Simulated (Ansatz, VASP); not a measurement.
# Two plane-wave programs on CuI

```
I Cu
1.0
     0.00000    3.03150    3.03150
     3.03150    0.00000    3.03150
     3.03150    3.03150    0.00000
I Cu
1 1
Direct
  0.00000 0.00000 0.00000
  0.75000 0.75000 0.75000
```

Alike in both runs: functional PBE-based screened hybrid; k mesh 4 × 4 × 4; occupations fermi-dirac, width 0.05 eV; no spin polarisation.

|  | VASP | Ansatz |
| --- | --- | --- |
| version | VASP 6.6.1 | Ansatz 0.2.0 |
| potentials or method | VASP PAW PBE potentials, release 64 (I, Cu) | Ansatz PAW |
| plane-wave cutoff (eV) | 520 | 420 |
| valence electrons in the cell | 18 | 36 |
| task | single point | band structure |

Ansatz gave:

- gap on the k mesh at the Fermi level (eV): 2.43
- least direct gap on the mesh (eV): 2.43
- pressure (GPa): 0.9

Question: Which values does VASP return?

Answer: gap on the k mesh at the Fermi level (eV): 2.38; least direct gap on the mesh (eV): 2.38; pressure (GPa): 0.7.

VASP's potentials were made for PBE, not for PBE-based screened hybrid. VASP's potentials hold 18 valence electrons a cell and Ansatz's 36, so a difference there can come from the potentials and not from the codes.

The k mesh is coarse, so the values compare programs but aren't converged. Neither program's run includes spin-orbit coupling.
